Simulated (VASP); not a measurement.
# Cs2SnC2 (Ibam) in VASP: further runs

Runs on Cs2SnC2. Level: PBE. Tasks: single point.

Program: VASP 6.6.1. These are calculated values, not measurements. Logs are shortened: lines on timing, memory, paths and dates and some standing lists are left out, and cuts for length are marked.

### Step 1. The cell of the first run

Symmetry: Ibam, No. 72, orthorhombic system. Conventional cell: a = 7.290 Å, b = 13.818 Å, c = 6.555 Å, α = 90.00°, β = 90.00°, γ = 90.00°. Within 4.7 Å of Cs (site symmetry m) lie 6 C at 3.52 to 3.81 Å and 2 Sn at 3.60 Å and 7 Cs at 4.02 to 4.69 Å. Sn (site symmetry 222) has 4 C at 2.48 Å and 2 Sn at 3.28 Å within 3.3 Å. Within 3.3 Å of C (site symmetry m) lie 2 Sn at 2.48 Å.

### Step 2. Single point, PBE

Contents of INCAR:

```
SYSTEM = Cs2SnC2
PREC = Accurate
ENCUT = 520
EDIFF = 1E-6
ISMEAR = 0
SIGMA = 0.01
LREAL = .False.
LASPH = .True.
NELM = 60
ALGO = Normal
ISIF = 2
LWAVE = .False.
LCHARG = .False.
GGA = PE
NBANDS = 51
```

Contents of KPOINTS:

```
regular mesh
0
Gamma
  4 4 4
  0 0 0
```

Contents of POSCAR:

```
Cs2SnC2
1.0
    0.0000000000      0.0000000000      6.5551340000
    6.9091470000     -3.6452500000      3.2775670000
    6.9091470000      3.6452500000     -3.2775670000
Cs Sn C
4 2 4
Direct
    0.3400000000      0.0129000000      0.6929000000
    0.6600000000      0.9871000000      0.3071000000
    0.1600000000      0.6929000000      0.0129000000
    0.8400000000      0.3071000000      0.9871000000
    0.2500000000      0.5000000000      0.5000000000
    0.7500000000      0.5000000000      0.5000000000
    0.3252000000      0.7730000000      0.4234000000
    0.6748000000      0.2270000000      0.5766000000
    0.1748000000      0.4234000000      0.7730000000
    0.8252000000      0.5766000000      0.2270000000
```

Potentials or basis: VASP PAW PBE potentials, release 64 (Cs_sv, Sn_d, C).

The run is started by

```console
$ cat potpaw_PBE.64/Cs_sv/POTCAR potpaw_PBE.64/Sn_d/POTCAR potpaw_PBE.64/C/POTCAR > POTCAR
$ mpirun -np 1 vasp_std > vasp.out
```

OUTCAR:

```text
SYSTEM = Cs2SnC2
   PREC = Accurate
   ENCUT = 520
   EDIFF = 1E-6
   ISMEAR = 0
   LREAL = .False.
   LASPH = .True.
   NELM = 60
   ISIF = 2
   GGA = PE

 ion  position               nearest neighbor table
   1  0.340  0.013  0.693-
   2  0.660  0.987  0.307-
   3  0.160  0.693  0.013-
   4  0.840  0.307  0.987-
   5  0.250  0.500  0.500-   8 2.48  10 2.48   9 2.48   7 2.48   6 3.28   6 3.28
   6  0.750  0.500  0.500-   7 2.48   9 2.48   8 2.48  10 2.48   5 3.28   5 3.28
   7  0.325  0.773  0.423-   6 2.48   5 2.48
   8  0.675  0.227  0.577-   5 2.48   6 2.48
   9  0.175  0.423  0.773-   6 2.48   5 2.48
  10  0.825  0.577  0.227-   5 2.48   6 2.48

  LATTYP: Found a body centered orthorhombic cell.
 ALAT       =     6.5551340000
 B/A-ratio  =     1.1121816884
 C/A-ratio  =     2.1080109118

  Lattice vectors:

 A1 = (  -6.9091470000,  -3.6452500000,   3.2775670000)
 A2 = (  -6.9091470000,   3.6452500000,  -3.2775670000)
 A3 = (   6.9091470000,  -3.6452500000,  -3.2775670000)

Analysis of symmetry for initial positions (statically):
=====================================================================
 Subroutine PRICEL returns:
 Original cell was already a primitive cell.

 Routine SETGRP: Setting up the symmetry group for a
 body centered orthorhombic supercell.

 Subroutine GETGRP returns: Found  8 space group operations
 (whereof  4 operations were pure point group operations)
 out of a pool of  8 trial point group operations.

The static configuration has the point symmetry C_2h.
 The point group associated with its full space group is D_2h.

Analysis of symmetry for dynamics (positions and initial velocities):
=====================================================================
 Subroutine PRICEL returns:
 Original cell was already a primitive cell.

 Routine SETGRP: Setting up the symmetry group for a
 body centered orthorhombic supercell.

 Subroutine GETGRP returns: Found  8 space group operations
 (whereof  4 operations were pure point group operations)
 out of a pool of  8 trial point group operations.

The dynamic configuration has the point symmetry C_2h.
 The point group associated with its full space group is D_2h.

 Subroutine INISYM returns: Found  8 space group operations
 (whereof  4 operations are pure point group operations),
 and found     1 'primitive' translations

----------------------------------------------------------------------------------------
[... 111 lines left out ...]
   TEBEG  =    0.0;   TEEND  =   0.0 temperature during run
   PSTRESS=    0.0 pullay stress
   NELECT =      80.0000    total number of electrons
   NUPDOWN=      -1.0000    fix difference up-down
   EMIN   =  10.00;   EMAX   =-10.00  energy-range for DOS
   EFERMI =   0.00;   METHOD = LEGACY
   ISMEAR =     0;   SIGMA  =   0.01  broadening in eV -4-tet -1-fermi 0-gaus
   EFERMI_NEDOS =   21; number of points for ismear=-14 and -15
   IALGO  =     38    algorithm
   IMIX   =      4    mixing-type and parameters
     AMIX     =   0.40;   BMIX     =  1.00
     AMIX_MAG =   1.60;   BMIX_MAG =  1.00
  volume/ion in A,a.u.               =      33.02       222.82
  Fermi-wavevector in a.u.,A,eV,Ry     =   1.020588  1.928631 14.171822  1.041600
  Thomas-Fermi vector in A             =   2.154166
   LORBIT       =      0    0 simple, 1 ext, 2 COOP (PROOUT), +10 PAW based schemes
   GGA     = PE    functional components
   LHFCALC =     F    Hartree Fock is set to
   AEXX    =    0.0000 exact exchange contribution
   IVDW    =     0    specifies the selected vdW correction
   LEPSILON=     F    determine dielectric tensor
   LRPA    =     F    only Hartree local field effects (RPA)
 non-spin polarized calculation
 Gauss-broadening in eV      SIGMA  =   0.01
  energy-cutoff  :      520.00
  volume of cell :      330.19
 maximum number of plane-waves:      8932
 NGX is ok and might be reduce to    50
   NGX = 25   NGY = 31   NGZ = 31

 number of electron      79.9999996 magnetization

 Free energy of the ion-electron system (eV)
  ---------------------------------------------------
  ext. energy  EPLUGINS =         0.00000000
  ---------------------------------------------------
  free energy    TOTEN  =       -34.14242233 eV

  energy without entropy =      -34.14205529  energy(sigma->0) =      -34.14223881

 E-fermi :   2.3227     XC(G=0):  -8.1402

 val. band max:        2.3001465801   @ k =   0.0000   0.5000   0.2500
 cond. band min:       2.3308738339   @ k =  -0.2500   0.2500  -0.0000
 fundamental gap:      0.0307272538
 Fermi energy:         2.3227494618

 k-point     1 :       0.0000    0.0000    0.0000
  band No.  band energies     occupation
      1     -19.8935      2.00000
      2     -19.8384      2.00000
      3     -19.7800      2.00000
      4     -19.7701      2.00000
      5     -18.5329      2.00000
      6     -18.4970      2.00000
[... 961 lines left out ...]
     50       5.8096      0.00000
     51       6.7693      0.00000

------------------------ aborting loop because EDIFF is reached ----------------------------------------

  FORCE on cell =-STRESS in cart. coord.  units (eV):
  Direction    XX          YY          ZZ          XY          YZ          ZX
  --------------------------------------------------------------------------------------
  -------------------------------------------------------------------------------------
  Total       -7.8851915     -4.5030487    -10.0015975     -0.0000000      0.0000000      0.0000000
  in kB      -38.2612812    -21.8501238    -48.5307086     -0.0000000      0.0000000      0.0000000
  external PRESSURE =     -36.2140379 kB  Pullay stress =       0.0000000 kB

 VOLUME and BASIS-vectors are now :
 -----------------------------------------------------------------------------
  energy-cutoff  :      520.00
  volume of cell :      330.19
      direct lattice vectors                 reciprocal lattice vectors
     0.000000000  0.000000000  6.555134000     0.000000000  0.137164804  0.152552183
     6.909147000 -3.645250000  3.277567000     0.072367834 -0.137164804  0.000000000
     6.909147000  3.645250000 -3.277567000     0.072367834  0.137164804  0.000000000

 POSITION                                       TOTAL-FORCE (eV/Angst)
 -----------------------------------------------------------------------------------
      4.87648      2.47877      0.00000        -0.253509      0.169638     -0.000000
      8.94182     -2.47877      6.55513         0.253509     -0.169638      0.000000
      4.87648     -2.47877      3.27757        -0.253509     -0.169638      0.000000
      8.94182      2.47877      3.27757         0.253509      0.169638     -0.000000
      6.90915      0.00000      1.63878         0.000000     -0.000000     -0.000000
      6.90915      0.00000      4.91635         0.000000     -0.000000     -0.000000
      8.26610     -1.27438      3.27757        -1.247548      1.011396      0.000000
      5.55219      1.27438      3.27757         1.247548     -1.011396     -0.000000
      8.26610      1.27438     -0.00000        -1.247548     -1.011396     -0.000000
      5.55219     -1.27438      6.55513         1.247548      1.011396      0.000000
 -----------------------------------------------------------------------------------
    total drift:                                0.000000      0.000000      0.000000

  FREE ENERGIE OF THE ION-ELECTRON SYSTEM (eV)
  ---------------------------------------------------
  free  energy   TOTEN  =       -34.1424223267 eV

  energy  without entropy=      -34.1420552881  energy(sigma->0) =      -34.14223881
```

OSZICAR:

```text
N       E                     dE             d eps       ncg     rms          rms(c)
DAV:   1     0.746271483654E+03    0.74627E+03   -0.34035E+04  1844   0.154E+03
DAV:   2     0.893229066234E+02   -0.65695E+03   -0.62828E+03  1964   0.355E+02
DAV:   3    -0.298889101729E+02   -0.11921E+03   -0.11610E+03  2212   0.162E+02
DAV:   4    -0.382605925217E+02   -0.83717E+01   -0.79403E+01  2224   0.444E+01
DAV:   5    -0.385669907116E+02   -0.30640E+00   -0.30440E+00  2312   0.856E+00    0.912E+00
DAV:   6    -0.343671497275E+02    0.41998E+01   -0.17604E+01  2376   0.131E+01    0.368E+00
DAV:   7    -0.342257787304E+02    0.14137E+00   -0.19684E+00  2304   0.715E+00    0.207E+00
DAV:   8    -0.341406675945E+02    0.85111E-01   -0.51020E-01  2653   0.297E+00    0.661E-01
DAV:   9    -0.341369206367E+02    0.37470E-02   -0.12814E-01  2400   0.147E+00    0.361E-01
DAV:  10    -0.341414362491E+02   -0.45156E-02   -0.16188E-02  2208   0.534E-01    0.887E-02
DAV:  11    -0.341422977393E+02   -0.86149E-03   -0.23826E-03  2144   0.189E-01    0.477E-02
DAV:  12    -0.341423539100E+02   -0.56171E-04   -0.34066E-04  2360   0.832E-02    0.273E-02
DAV:  13    -0.341424127052E+02   -0.58795E-04   -0.15148E-04  2328   0.440E-02    0.987E-03
DAV:  14    -0.341424213331E+02   -0.86279E-05   -0.26863E-05  1968   0.191E-02    0.345E-03
DAV:  15    -0.341424223267E+02   -0.99360E-06   -0.45459E-06  2008   0.104E-02
   1 F= -.34142422E+02 E0= -.34142239E+02  d E =-.367039E-03
```

stdout:

```text
POSCAR found type information on POSCAR CsSnC
 POSCAR found :  3 types and      10 ions
 scaLAPACK will be used
 LDA part: xc-table for (Slater+PW92), standard interpolation
 POSCAR, INCAR and KPOINTS ok, starting setup
 FFT: planning ... GRIDC
 FFT: planning ... GRID_SOFT
 FFT: planning ... GRID
 WAVECAR not read
 entering main loop
```

It took 11 min on 1 thread of Intel Xeon Platinum 8259CL at 2.50GHz (Skylake/Cascade Lake), shared host; peak memory 0.6 GiB.

Results:

* Free energy: -34.1424 eV
* Pressure: -3.6 GPa
* Largest force: 1.606 eV/Å
* Band gap on the k mesh: zero (bands 40 and 41 overlap by 0.15 eV)

Forces in eV/Å, atoms in the order of the input:
```
Cs  -0.254  0.170  0.000
Cs   0.254 -0.170  0.000
Cs  -0.254 -0.170  0.000
Cs   0.254  0.170  0.000
Sn   0.000  0.000  0.000
Sn   0.000  0.000  0.000
C   -1.248  1.011  0.000
C    1.248 -1.011  0.000
C   -1.248 -1.011  0.000
C    1.248  1.011  0.000
```

Caveat: the cell stands under tension; spin-orbit coupling is left out, which moves the levels of the heavy elements; forces of over 1 eV/Å act on the atoms, so gaps and moduli don't describe the material at rest.

### Step 3. Single point, PBE

Changes to INCAR since step 2:

```diff
@@ -3,3 +3,3 @@
 ENCUT = 520
-EDIFF = 1E-6
+EDIFF = 1E-7
 ISMEAR = 0
@@ -15 +15,2 @@
 NBANDS = 51
+NELECT = 79.0
```

Contents of KPOINTS:

```
Automatic mesh
0
Gamma
  4 4 4
  0 0 0
```

POSCAR is that of step 2.

Potentials or basis: VASP PAW PBE potentials, release 64 (Cs_sv, Sn_d, C).

The run is started by

```console
$ cat potpaw_PBE.64/Cs_sv/POTCAR potpaw_PBE.64/Sn_d/POTCAR potpaw_PBE.64/C/POTCAR > POTCAR
$ mpirun -np 1 vasp_std > vasp.out
```

Run time: 13 min. Hardware: 1 thread of Intel Xeon Platinum 8259CL at 2.50GHz (Skylake/Cascade Lake), shared host; peak memory 0.63 GiB.

It converged, with:

```yaml
Free_energy: -36.3160 eV
Largest_force: 1.759 eV/Å
```

Forces in eV/Å, atoms in the order of the input:
```
Cs  -0.316  0.230  0.000
Cs   0.316 -0.230  0.000
Cs  -0.316 -0.230  0.000
Cs   0.316  0.230  0.000
Sn   0.000  0.000  0.000
Sn   0.000  0.000  0.000
C   -1.355  1.122  0.000
C    1.355 -1.122  0.000
C   -1.355 -1.122  0.000
C    1.355  1.122  0.000
```

Levels at points of the mesh, in eV from the Fermi level:
| k point | band 37 | band 38 | band 39 | band 40 | band 41 | band 42 | band 43 | band 44 |
| --- | --- | --- | --- | --- | --- | --- | --- | --- |
| (0.00, 0.00, 0.00) | -0.71 | -0.06 | -0.04 | 0.18 | 0.18 | 0.21 | 1.37 | 2.68 |
| (0.50, 0.00, 0.00) | -0.33 | -0.33 | -0.14 | -0.14 | 0.15 | 0.15 | 2.33 | 2.33 |
| (0.00, 0.50, 0.00) | -0.89 | -0.38 | -0.22 | 0.00 | 0.16 | 0.24 | 2.20 | 2.56 |
| (0.50, 0.50, 0.00) | -0.30 | -0.30 | 0.00 | 0.00 | 0.20 | 0.20 | 2.15 | 2.15 |
| (0.00, 0.50, 0.50) | -0.78 | -0.42 | -0.23 | -0.05 | 0.21 | 0.46 | 2.00 | 2.53 |

Caveat: the cell carries a net charge on a neutralising background, which shifts energy and pressure; the cell is charged against a uniform background, so pressure and absolute levels hang on convention; spin-orbit coupling is left out, which moves the levels of the heavy elements; forces of over 1 eV/Å act on the atoms, so gaps and moduli don't describe the material at rest.

The gap in the log of VASP goes by the Fermi energy; the results here count the filled bands.